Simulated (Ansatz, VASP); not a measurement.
**SnO2 in VASP and in Ansatz**

Contents of INCAR:

```
SYSTEM = SnO2
  PREC = Accurate
  ENCUT = 520
  EDIFF = 1E-6
  ISMEAR = 0
  SIGMA = 0.05
  LREAL = .False.
  LASPH = .True.
  NELM = 80
  ALGO = Normal
  ISIF = 2
  LWAVE = .False.
  LCHARG = .False.
  GGA = PE
  IVDW = 12
  NBANDS = 49
```

File KPOINTS:

```
Automatic mesh
0
Gamma
  9 9 2
  0 0 0
```

File POSCAR:

```
SnO2
1.0
   -3.2372529198      0.0000000000      0.0000000000
   -1.6186264599     -2.8035432670      0.0000000000
   -0.9711758759     -0.5607086535     13.6754773976
Sn O
3 6
Direct
    0.5725196922      0.5725196922      0.4707348724
    0.9686197674     -0.0313802326      0.1569011630
    0.1764196170      0.1764196170      0.7845685818
    0.6207998666      0.6207998666      0.2293340005
    0.8285997161     -0.1714002839      0.8570014193
    0.2246997913      0.2246997913      0.5431677099
    0.5242395178      0.5242395178      0.7121357442
    0.9203395930     -0.0796604070      0.3983020348
    0.3164396682      0.3164396682      0.0844683255
```

Input for Ansatz:

```yaml
crystal:
  lattice:
    - [-3.2372529198, 0.0, 0.0]
    - [-1.6186264599, -2.803543267, 0.0]
    - [-0.9711758759, -0.5607086535, 13.6754773976]
  atoms:
    - { symbol: Sn, position: [0.5725196922, 0.5725196922, 0.4707348724] }
    - { symbol: Sn, position: [0.9686197674, -0.0313802326, 0.156901163] }
    - { symbol: Sn, position: [0.176419617, 0.176419617, 0.7845685818] }
    - { symbol: O, position: [0.6207998666, 0.6207998666, 0.2293340005] }
    - { symbol: O, position: [0.8285997161, -0.1714002839, 0.8570014193] }
    - { symbol: O, position: [0.2246997913, 0.2246997913, 0.5431677099] }
    - { symbol: O, position: [0.5242395178, 0.5242395178, 0.7121357442] }
    - { symbol: O, position: [0.920339593, -0.079660407, 0.3983020348] }
    - { symbol: O, position: [0.3164396682, 0.3164396682, 0.0844683255] }
basis:
  ecutwfc: 520.0
kpoints:
  mp_grid: { grid: [9, 9, 2] }
hamiltonian:
  xc: pbe
  pseudopotentials: { kind: paw, azcp: { folder: soft_1 } }
  dispersion: d3bj
scf:
  occupations: { method: gaussian, width: 0.05 }
output:
  forces: true
  stress: true
  eigenvalues: true
  write_density: true
  write_potential: true
  elf: true
  volumetric_format: npy
```

Alike in both runs: task single point; functional PBE; dispersion D3(BJ); k mesh 9 × 9 × 2; occupations gaussian, width 0.05 eV; no spin polarisation.

|  | VASP | Ansatz |
| --- | --- | --- |
| version | VASP 6.6.1 | Ansatz 0.2.0 |
| potentials or method | VASP PAW PBE potentials, release 64 (Sn_d, O), cutoff 520 eV | scalar-relativistic, plane waves, PAW |
| valence electrons in the cell | 78 | 78 |

|  | VASP | Ansatz | Ansatz less VASP |
| --- | --- | --- | --- |
| gap on the k mesh at the Fermi level (eV) | 1.77 | 1.79 | +0.021 |
| least direct gap on the mesh (eV) | 1.84 | 1.86 | +0.017 |
| pressure (GPa) | 0.3 | -0.4 | -0.64 |
| traceless stress, the component that is largest in VASP (GPa) | 0.08 | -0.13 | -0.209 |
| rms of the force components (eV/Å) | 0.078 | 0.061 | -0.0171 |

Atom by atom the forces differ by 0.026 eV/Å (rms over components).
